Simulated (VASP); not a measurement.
# Sn (I4/mmm) in VASP: notebook

The runs below take Sn through relaxation of cell and atoms, single point, with LDA, PBE0, B3LYP.

Program: VASP 6.6.1. These are calculated values, not measurements. Logs are shortened: lines on timing, memory, paths and dates and some standing lists are left out, and cuts for length are marked.

**1. The cell of the first run**

It takes space group I4/mmm (No. 139, tetragonal). Conventional cell: a = 4.189 Å, b = 4.189 Å, c = 3.429 Å, α = 90.00°, β = 90.00°, γ = 90.00°. Sn (site symmetry 4/mmm) has 14 Sn at 3.42 to 4.19 Å within 4.5 Å.

**2. Relaxation of cell and atoms, LDA (30.09 Å³/atom)**

Input file POSCAR:

```
Sn
1.0
   -2.0946918795      2.0946918795      1.7143695138
    2.0946918795     -2.0946918795      1.7143695138
    2.0946918795      2.0946918795     -1.7143695138
Sn
1
Direct
    0.0000000000      0.0000000000      0.0000000000
```

Input file INCAR.step1:

```
GGA = CA
ISMEAR = 1
SIGMA = 0.05
LWAVE = F
LCHARG = F
NSW = 80
PREC = Accurate
LASPH = T
LREAL = F
ALGO = Normal
EDIFF = 1E-7
NELM = 120
GGA_COMPAT = F
IBRION = 2
ISIF = 3
EDIFFG = -0.002
NELMIN = 4
ENCUT = 620
POTIM = 0.5
```

Input file INCAR.step4:

```
GGA = CA
ISMEAR = 1
SIGMA = 0.05
LWAVE = F
LCHARG = F
PREC = Accurate
LASPH = T
LREAL = F
ALGO = Normal
EDIFF = 1E-7
NELM = 120
GGA_COMPAT = F
ISIF = 2
ENCUT = 620
```

Input file KPOINTS:

```
Automatic mesh
0
Gamma
  14 14 14
  0 0 0
```

Potentials or basis: VASP PAW LDA potentials, release 64 (Sn_d).

Started as:

```
> cat potpaw_LDA.64/Sn_d/POTCAR > POTCAR
> cp INCAR.step1 INCAR
> cp POSCAR.step1 POSCAR
> mpirun -np 1 vasp_std > vasp.out
> cp CONTCAR POSCAR
> mpirun -np 1 vasp_std > vasp.out
> cp CONTCAR POSCAR
> mpirun -np 1 vasp_std > vasp.out
> cp CONTCAR POSCAR
> cp INCAR.step4 INCAR
> mpirun -np 1 vasp_std > vasp.out
```

OUTCAR:

```text
GGA = CA
   ISMEAR = 1
   PREC = Accurate
   LASPH = T
   LREAL = F
   EDIFF = 1E-7
   NELM = 120
   ISIF = 2
   ENCUT = 620

 ion  position               nearest neighbor table
   1  0.000  0.000  0.000-

  LATTYP: Found a body centered tetragonal cell.
 ALAT       =     3.9505931634
 C/A-ratio  =     0.8339483444

  Lattice vectors:

 A1 = (  -1.9752965817,   1.9752965817,   1.6472953140)
 A2 = (   1.9752965817,  -1.9752965817,   1.6472953140)
 A3 = (   1.9752965817,   1.9752965817,  -1.6472953140)

Analysis of symmetry for initial positions (statically):
=====================================================================
 Subroutine PRICEL returns:
 Original cell was already a primitive cell.

 Routine SETGRP: Setting up the symmetry group for a
 body centered tetragonal supercell.

 Subroutine GETGRP returns: Found 16 space group operations
 (whereof 16 operations were pure point group operations)
 out of a pool of 16 trial point group operations.

The static configuration has the point symmetry D_4h.

Analysis of symmetry for dynamics (positions and initial velocities):
=====================================================================
 Subroutine PRICEL returns:
 Original cell was already a primitive cell.

 Routine SETGRP: Setting up the symmetry group for a
 body centered tetragonal supercell.

 Subroutine GETGRP returns: Found 16 space group operations
 (whereof 16 operations were pure point group operations)
 out of a pool of 16 trial point group operations.

The dynamic configuration has the point symmetry D_4h.

 Subroutine INISYM returns: Found 16 space group operations
 (whereof 16 operations are pure point group operations),
 and found     1 'primitive' translations

----------------------------------------------------------------------------------------

                                     Primitive cell

  volume of cell :      25.7096

  direct lattice vectors                    reciprocal lattice vectors
    -1.975296582  1.975296582  1.647295314     0.000000000  0.253126545  0.303527847
     1.975296582 -1.975296582  1.647295314     0.253126545  0.000000000  0.303527847
     1.975296582  1.975296582 -1.647295314     0.253126545  0.253126545  0.000000000

  length of vectors
     3.243019430  3.243019430  3.243019430     0.395224243  0.395224243  0.357974994

  position of ions in fractional coordinates (direct lattice)
     0.000000000  0.000000000  0.000000000

  ion indices of the primitive-cell ions
   primitive index   ion index
                 1           1

----------------------------------------------------------------------------------------

 KPOINTS: Automatic mesh

Automatic generation of k-mesh.
 Grid dimensions read from file:
 generate k-points for:   14   14   14

 Generating k-lattice:

  Cartesian coordinates                     Fractional coordinates (reciprocal lattice)
     0.000000000  0.018080468  0.021680560     0.071428571  0.000000000  0.000000000
     0.018080468  0.000000000  0.021680560     0.000000000  0.071428571  0.000000000
     0.018080468  0.018080468  0.000000000     0.000000000  0.000000000  0.071428571

  Length of vectors
     0.028230303  0.028230303  0.025569642

  Shift w.r.t. Gamma in fractional coordinates (k-lattice)
     0.000000000  0.000000000  0.000000000

 Subroutine IBZKPT returns following result:
 ===========================================

 Found    244 irreducible k-points:

 Following reciprocal coordinates:
            Coordinates               Weight
  0.000000  0.000000  0.000000      1.000000
  0.071429  0.000000 -0.000000      8.000000
  0.142857  0.000000 -0.000000      8.000000
  0.214286  0.000000 -0.000000      8.000000
  0.285714  0.000000  0.000000      8.000000
  0.357143  0.000000 -0.000000      8.000000
[... 16 lines left out ...]
  0.214286  0.142857 -0.000000     16.000000
  0.285714  0.142857 -0.000000     16.000000
 [... further k-points ...]
   k-points           NKPTS =    244   k-points in BZ     NKDIM =    244   number of bands    NBANDS=     11
   number of dos      NEDOS =    301   number of ions     NIONS =      1
   total plane-waves  NPLWV =  21952
   dimension x,y,z NGX =    28 NGY =   28 NGZ =   28
   dimension x,y,z NGXF=    56 NGYF=   56 NGZF=   56
   ions per type =               1
   NGX,Y,Z   is equivalent  to a cutoff of  14.35, 14.35, 14.35 a.u.
   NGXF,Y,Z  is equivalent  to a cutoff of  28.71, 28.71, 28.71 a.u.
 SYSTEM =  unknown system
   PREC   = accura    normal or accurate (medium, high low for compatibility)
   ISTART =      0    job   : 0-new  1-cont  2-samecut
   ICHARG =      2    charge: 1-file 2-atom 10-const
   ISPIN  =      1    spin polarized calculation?
   LNONCOLLINEAR =      F non collinear calculations
   LSORBIT =      F    spin-orbit coupling
   LASPH  =      T    aspherical Exc in radial PAW
   ENCUT  =  620.0 eV  45.57 Ry    6.75 a.u.   6.58  6.58  6.58*2*pi/ulx,y,z
   NELM   =    120;   NELMIN=  2; NELMDL=  0     # of ELM steps
   EDIFF  = 0.1E-06   stopping-criterion for ELM
   LREAL  =      F    real-space projection
   EDIFFG = 0.1E-05   stopping-criterion for IOM
   NSW    =      0    number of steps for IOM
   IBRION =     -1    ionic relax: 0-MD 1-quasi-New 2-CG
   NFREE  =      0    steps in history (QN), initial steepest desc. (CG)
   ISIF   =      2    stress and relaxation
   ISYM   =      2    0-nonsym 1-usesym 2-fastsym
   POTIM  = 0.5000    time-step for ionic-motion
   TEBEG  =    0.0;   TEEND  =   0.0 temperature during run

   SCALEE = 1.0000    scale energy and forces
   PSTRESS=    0.0 pullay stress
   NELECT =      14.0000    total number of electrons
   NUPDOWN=      -1.0000    fix difference up-down
   EMIN   =  10.00;   EMAX   =-10.00  energy-range for DOS
   EFERMI =   0.00;   METHOD = LEGACY
   ISMEAR =     1;   SIGMA  =   0.05  broadening in eV -4-tet -1-fermi 0-gaus
   EFERMI_NEDOS =   21; number of points for ismear=-14 and -15
   IALGO  =     38    algorithm
   IMIX   =      4    mixing-type and parameters
     AMIX     =   0.40;   BMIX     =  1.00
     AMIX_MAG =   1.60;   BMIX_MAG =  1.00
  volume/ion in A,a.u.               =      25.71       173.50
  Fermi-wavevector in a.u.,A,eV,Ry     =   1.336859  2.526296 24.316210  1.787191
  Thomas-Fermi vector in A             =   2.465452
   LORBIT       =      0    0 simple, 1 ext, 2 COOP (PROOUT), +10 PAW based schemes
   GGA     = CA    functional components
   LHFCALC =     F    Hartree Fock is set to
   AEXX    =    0.0000 exact exchange contribution
   IVDW    =     0    specifies the selected vdW correction
   LEPSILON=     F    determine dielectric tensor
   LRPA    =     F    only Hartree local field effects (RPA)

   CSHIFT  =0.1000    complex shift for real part using Kramers Kronig

   OMEGAMAX=  -1.0    maximum frequency
 non-spin polarized calculation
 Methfessel and Paxton  Order N= 1 SIGMA  =   0.05
  energy-cutoff  :      620.00
  volume of cell :       25.71
 maximum number of plane-waves:       920
   NGX = 13   NGY = 13   NGZ = 13

 number of electron      14.0000000 magnetization

 Free energy of the ion-electron system (eV)
  ---------------------------------------------------
  ext. energy  EPLUGINS =         0.00000000
  ---------------------------------------------------
  free energy    TOTEN  =        -4.45304705 eV

  energy without entropy =       -4.45294487  energy(sigma->0) =       -4.45301299

 E-fermi :   8.4883     XC(G=0): -10.8599

 val. band max:        8.4769191314   @ k =  -0.2857  -0.3571   0.2143
 cond. band min:       8.4894919022   @ k =  -0.2143   0.3571   0.0714
 fundamental gap:      0.0125727707
 Fermi energy:         8.4883438326

 k-point     1 :       0.0000    0.0000    0.0000
  band No.  band energies     occupation
      1     -13.0181      2.00000
      2     -12.9334      2.00000
      3     -12.9334      2.00000
      4     -12.9071      2.00000
      5     -12.7845      2.00000
      6      -3.0324      2.00000
      7      15.7417      0.00000
      8      15.7417      0.00000
      9      18.1743      0.00000
     10      19.3894      0.00000
     11      20.6297      0.00000

 k-point     2 :       0.0714    0.0000   -0.0000
  band No.  band energies     occupation
      1     -13.0118      2.00000
      2     -12.9328      2.00000
      3     -12.9312      2.00000
      4     -12.9009      2.00000
      5     -12.7879      2.00000
      6      -2.9065      2.00000
      7      15.3180      0.00000
      8      15.4012      0.00000
      9      17.3075      0.00000
     10      19.7604      0.00000
     11      20.1360      0.00000

 k-point     3 :       0.1429    0.0000   -0.0000
  band No.  band energies     occupation
      1     -13.0031      2.00000
      2     -12.9339      2.00000
      3     -12.9158      2.00000
      4     -12.8816      2.00000
      5     -12.7969      2.00000
      6      -2.5278      2.00000
      7      14.3079      0.00000
      8      14.4593      0.00000
      9      15.5620      0.00000
     10      19.0205      0.00000
     11      19.0311      0.00000

 k-point     4 :       0.2143    0.0000   -0.0000
  band No.  band energies     occupation
      1     -13.0075      2.00000
      2     -12.9392      2.00000
      3     -12.8760      2.00000
      4     -12.8521      2.00000
      5     -12.8086      2.00000
      6      -1.8947      2.00000
      7      12.1210      0.00000
      8      13.5673      0.00000
      9      14.5376      0.00000
     10      18.0207      0.00000
     11      18.0207      0.00000

 k-point     5 :       0.2857    0.0000    0.0000
  band No.  band energies     occupation
      1     -13.0210      2.00000
      2     -12.9492      2.00000
      3     -12.8225      2.00000
      4     -12.8216      2.00000
      5     -12.8162      2.00000
      6      -1.0069      2.00000
      7       9.6982      0.00000
      8      12.7890      0.00000
      9      13.8884      0.00000
     10      17.1892      0.00000
     11      17.2248      0.00000
[... 211 lines left out ...]
 k-point    21 :      -0.0714    0.0714    0.0000
  band No.  band energies     occupation
      1     -13.0120      2.00000
      2     -12.9350      2.00000
      3     -12.9236      2.00000
      4     -12.9099      2.00000
      5     -12.7870      2.00000
      6      -2.9302      2.00000
      7      14.4638      0.00000
      8      15.8128      0.00000
      9      17.8126      0.00000
     10      19.8978      0.00000
     11      20.5352      0.00000

 k-point    22 :       0.1429    0.1429   -0.0000
  band No.  band energies     occupation
      1     -13.0036      2.00000
      2     -12.9461      2.00000
      3     -12.8691      2.00000
      4     -12.8176      2.00000
      5     -12.8156      2.00000
      6      -1.4176      2.00000
      7      11.1764      0.00000
      8      13.1506      0.00000
      9      13.4122      0.00000
     10      18.4314      0.00000
     11      18.6190      0.00000

 k-point    23 :       0.2143    0.1429   -0.0000
  band No.  band energies     occupation
      1     -13.0128      2.00000
      2     -12.9481      2.00000
      3     -12.8340      2.00000
      4     -12.8277      2.00000
      5     -12.7822      2.00000
      6      -0.4827      2.00000
      7       9.1904     -0.00000
      8      11.7016      0.00000
      9      12.8437      0.00000
     10      17.9092      0.00000
     11      18.7875      0.00000

 k-point    24 :       0.2857    0.1429   -0.0000
  band No.  band energies     occupation
      1     -13.0225      2.00000
      2     -12.9513      2.00000
      3     -12.8344      2.00000
      4     -12.8002      2.00000
      5     -12.7566      2.00000
      6       0.6920      2.00000
      7       7.1336      2.00000
      8      10.6519      0.00000
      9      12.5041      0.00000
     10      17.3412      0.00000
     11      18.8920      0.00000

 [... further k-points ...]
[... 5 lines left out ...]
  --------------------------------------------------------------------------------------
  -------------------------------------------------------------------------------------
  Total       -0.0007571     -0.0007571     -0.0013323      0.0000000     -0.0000000      0.0000000
  in kB       -0.0471788     -0.0471788     -0.0830240      0.0000000     -0.0000000      0.0000000
  external PRESSURE =      -0.0591272 kB  Pullay stress =       0.0000000 kB

 VOLUME and BASIS-vectors are now :
 -----------------------------------------------------------------------------
  energy-cutoff  :      620.00
  volume of cell :       25.71
      direct lattice vectors                 reciprocal lattice vectors
    -1.975296582  1.975296582  1.647295314     0.000000000  0.253126545  0.303527847
     1.975296582 -1.975296582  1.647295314     0.253126545  0.000000000  0.303527847
     1.975296582  1.975296582 -1.647295314     0.253126545  0.253126545  0.000000000

 POSITION                                       TOTAL-FORCE (eV/Angst)
 -----------------------------------------------------------------------------------
      0.00000      0.00000      0.00000        -0.000000      0.000000     -0.000000
 -----------------------------------------------------------------------------------
    total drift:                               -0.000000     -0.000000     -0.000000

  FREE ENERGIE OF THE ION-ELECTRON SYSTEM (eV)
  ---------------------------------------------------
  free  energy   TOTEN  =        -4.4530470456 eV

  energy  without entropy=       -4.4529448676  energy(sigma->0) =       -4.45301299
```

Run time: 16 min. Hardware: 1 thread of Intel Xeon Platinum 8375C at 2.90GHz (Ice Lake), shared host; peak memory 0.24 GiB.

What came out:

```
Free energy                           : -4.4530 eV
Relaxed volume                        : 25.71 Å³/atom
Relaxed cell                          : a = 3.243 Å, b = 3.243 Å, c = 3.243 Å, α = 104.95°, β = 104.95°, γ = 118.95°
Space group after relaxing (to 0.1 Å) : I4/mmm (No. 139)
Energy gained by relaxing             : 100.1 meV/atom
Ionic steps                           : 19
Pressure after relaxing               : 0.0 GPa
Band gap on the k mesh                : zero (bands 7 and 8 overlap by 9.36 eV)
```

Step by step:
```
step  energy change (eV)  largest force (eV/Å)  pressure (GPa)  volume (Å³)
   1              0.0000                0.0000           -6.40        30.09
   2             -0.0953                0.0000            1.71        25.15
   3             -0.0991                0.0000            0.00        25.83
   4             -0.0990                0.0000           -0.20        25.91
   5             -0.0995                0.0000           -0.19        25.87
   6             -0.0996                0.0000           -0.21        25.86
   7             -0.0997                0.0000           -0.19        25.84
   8             -0.1001                0.0000           -0.16        25.79
   9             -0.1001                0.0000           -0.15        25.77
  10             -0.1001                0.0000           -0.15        25.78
  11             -0.1001                0.0000           -0.16        25.78
  12             -0.1001                0.0000            0.17        25.64
  13             -0.1002                0.0000            0.01        25.71
  14             -0.1002                0.0000            0.00        25.71
  15             -0.1002                0.0000            0.00        25.71
  16             -0.1001                0.0000           -0.01        25.71
  17             -0.1001                0.0000            0.02        25.70
  18             -0.1001                0.0000            0.00        25.71
  19             -0.1001                0.0000           -0.01        25.71
```

Final structure:
```yaml
crystal:
  lattice:
    - [-1.97530, 1.97530, 1.64730]
    - [1.97530, -1.97530, 1.64730]
    - [1.97530, 1.97530, -1.64730]
  atoms:
    - { symbol: Sn, position: [0.00000, 0.00000, 0.00000] }
```

Caveat: spin-orbit coupling is left out, which moves the levels of the heavy elements.

**3. Single point, PBE0**

This run uses another cell than the first one, of 27.90 Å³/atom.

Input file POSCAR:

```
Sn
1.0
   -2.0426281431      2.0426281431      1.6717587207
    2.0426281431     -2.0426281431      1.6717587207
    2.0426281431      2.0426281431     -1.6717587207
Sn
1
Direct
    0.0000000000      0.0000000000      0.0000000000
```

Input file INCAR.step1:

```
PREC     = Accurate       # precision mode
ENCUT    = 520            # plane-wave cutoff, eV
EDIFF    = 1E-5           # SCF threshold, eV
ISMEAR   = -1             # smearing method
SIGMA    = 0.05           # smearing width, eV
LREAL    = False          # projectors in reciprocal space
LASPH    = True           # aspherical terms in the spheres
NELM     = 80             # most SCF steps
ALGO     = Normal         # electronic algorithm
ISIF     = 2              # what is computed and relaxed
LWAVE    = True           # write WAVECAR
GGA      = PE             # functional
NBANDS   = 13             # bands
```

Input file INCAR.step2:

```
PREC     = Accurate       # precision mode
ENCUT    = 520            # plane-wave cutoff, eV
EDIFF    = 1E-6           # SCF threshold, eV
ISMEAR   = -1             # smearing method
SIGMA    = 0.05           # smearing width, eV
LREAL    = False          # projectors in reciprocal space
LASPH    = True           # aspherical terms in the spheres
NELM     = 80             # most SCF steps
ALGO     = Normal         # electronic algorithm
ISIF     = 2              # what is computed and relaxed
LWAVE    = False          # write WAVECAR
LCHARG   = True           # write CHGCAR
GGA      = PE             # functional
LHFCALC  = True           # exact exchange
AEXX     = 0.25           # exact-exchange fraction
PRECFOCK = Normal       
LELF     = True           # ELF
LVHAR    = True         
ISTART   = 1            
NBANDS   = 13             # bands
```

Input file KPOINTS:

```
regular mesh
0
Gamma
  6 6 6
```

Potentials or basis: VASP PAW PBE potentials, release 64 (Sn_d).

Started as:

```
> cat potpaw_PBE.64/Sn_d/POTCAR > POTCAR
> cp INCAR.step1 INCAR
> mpirun -np 1 vasp_std > vasp.out
> cp INCAR.step2 INCAR
> mpirun -np 1 vasp_std > vasp.out
```

It took 14 min on 1 thread of Intel Xeon 6975P-C (Granite Rapids), shared host; peak memory 0.18 GiB.

The run converged. Its results:

| Item | Value |
| --- | --- |
| Free energy | -4.7812 eV |
| Pressure | -0.9 GPa |
| Band gap on the k mesh | zero (bands 7 and 8 overlap by 10.27 eV) |

Stress tensor (GPa, compression positive):
```
-0.14  0.00  0.00
 0.00 -0.14  0.00
 0.00  0.00 -2.42
```

Levels at points of the mesh, in eV from the Fermi level:
| k point | band 3 | band 4 | band 5 | band 6 | band 7 | band 8 | band 9 | band 10 | band 11 | band 12 |
| --- | --- | --- | --- | --- | --- | --- | --- | --- | --- | --- |
| (0.00, 0.00, 0.00) | -24.75 | -24.75 | -24.63 | -13.25 | 7.27 | 7.27 | 9.96 | 10.69 | 11.83 | 13.18 |
| (0.50, 0.00, 0.00) | -24.67 | -24.61 | -24.59 | -7.35 | -5.59 | 3.27 | 4.67 | 7.47 | 7.66 | 14.34 |
| (0.50, 0.50, 0.00) | -24.71 | -24.67 | -24.60 | -9.04 | -6.19 | 6.24 | 8.29 | 10.81 | 11.39 | 12.38 |
| (0.50, 0.50, 0.50) | -24.61 | -24.61 | -24.57 | -4.59 | -2.68 | -2.68 | 2.72 | 3.07 | 6.33 | 19.80 |

Caveat: the k points lie up to 0.40 Å⁻¹ apart, too coarse for converged energies and pressures of a metal; the PAW data sets were made with another functional, which shifts forces and pressure a little; spin-orbit coupling is left out, which moves the levels of the heavy elements.

(Continued in part 2 of 3.)

The gap in the log of VASP goes by the Fermi energy; the results here count the filled bands.